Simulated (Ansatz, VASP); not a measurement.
# Ge: VASP beside Ansatz

File INCAR:

```
PREC = Accurate
ENCUT = 520
EDIFF = 1E-7
ISMEAR = 0
SIGMA = 0.15
LREAL = F
LASPH = T
NELM = 80
ALGO = Normal
ISIF = 2
LWAVE = F
LCHARG = T
GGA = PE
LELF = T
LVHAR = T
NBANDS = 21
```

KPOINTS

```
regular mesh
0
Gamma
  14 14 14
```

File POSCAR:

```
Ge
1.0
   -0.0864160431      2.8805347716      2.8229240762
    2.8805347716     -0.0864160431      2.8229240762
    2.7941187285      2.7941187285      0.0000000000
Ge
2
Direct
    0.5000000000      0.5000000000      0.5000000000
    0.7500000000      0.7500000000      0.7500000000
```

Input for Ansatz:

```yaml
crystal:
  lattice:
    - [-0.0864160431, 2.8805347716, 2.8229240762]
    - [2.8805347716, -0.0864160431, 2.8229240762]
    - [2.7941187285, 2.7941187285, 0.0]
  atoms:
    - { symbol: Ge, position: [0.5, 0.5, 0.5] }
    - { symbol: Ge, position: [0.75, 0.75, 0.75] }
basis:
  ecutwfc: 420
kpoints:
  mp_grid: { grid: [14, 14, 14] }
hamiltonian:
  xc: pbe
scf:
  occupations: { method: gaussian, width: 0.15 }
output:
  forces: true
  stress: true
  eigenvalues: true
```

Change from the starting cell: engineering shear strain xy -0.0600, normal strain along z -0.0200.

Alike in both runs: task single point; functional PBE; k mesh 14 × 14 × 14; occupations gaussian, width 0.15 eV; no spin polarisation.

|  | VASP | Ansatz |
| --- | --- | --- |
| version | VASP 6.6.1 | Ansatz 0.2.0 |
| potentials or method | VASP PAW PBE potentials, release 64 (Ge_d), cutoff 520 eV | scalar-relativistic, plane waves, PAW |
| valence electrons in the cell | 28 | 28 |

Ansatz gave:

* gap on the k mesh at the Fermi level (eV): none
* pressure (GPa): 1.7
* traceless stress, the component that is largest in VASP (GPa): 4.60
* rms of the force components (eV/Å): 0.286

Task: Estimate VASP's values.

Result: gap on the k mesh at the Fermi level (eV): none; pressure (GPa): 1.6; traceless stress, the component that is largest in VASP (GPa): 4.59; rms of the force components (eV/Å): 0.284.

Atom by atom the forces differ by 0.002 eV/Å (rms over components). A gap of «none» marks a metal or a gap that the smearing closes.
